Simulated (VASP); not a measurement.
## Mg: single point with LDA

Crystal: Mg.

```
Mg
1.0
     0.00000    2.28827    2.28827
     2.28827    0.00000    2.28827
     2.28827    2.28827    0.00000
Mg
1
Direct
  0.00000 0.00000 0.00000
```

This isn't the form of Mg at room conditions, which is hcp.

```yaml
Program: VASP 6.6.1
Task: single point
Functional: LDA
Potentials_or_basis: VASP PAW LDA potentials, release 64 (Mg)
Cutoff: 520 eV
k_mesh: 16 × 16 × 16
Occupations: fermi-dirac, width 0.03 eV
Spin: no spin polarisation
```

```
Pressure               : -3.4 GPa
Band gap on the k mesh : zero (bands 1 and 2 overlap by 2.76 eV)
```

Levels at points of the mesh, in eV from the Fermi level:
```csv
k point,band 1,band 2,band 3,band 4,band 5,band 6
"(0.00, 0.00, 0.00)",-6.72,12.06,12.06,12.06,13.62,13.62
"(0.50, 0.00, 0.00)",-1.59,-1.32,11.03,11.03,11.50,11.50
"(0.50, 0.50, 0.00)",-0.18,0.76,6.06,6.67,6.67,9.27
```

It took 15 s on 1 thread of Intel Xeon 8259CL (shared host), peak memory 0.14 GiB.

Caveat: the cell stands under tension.
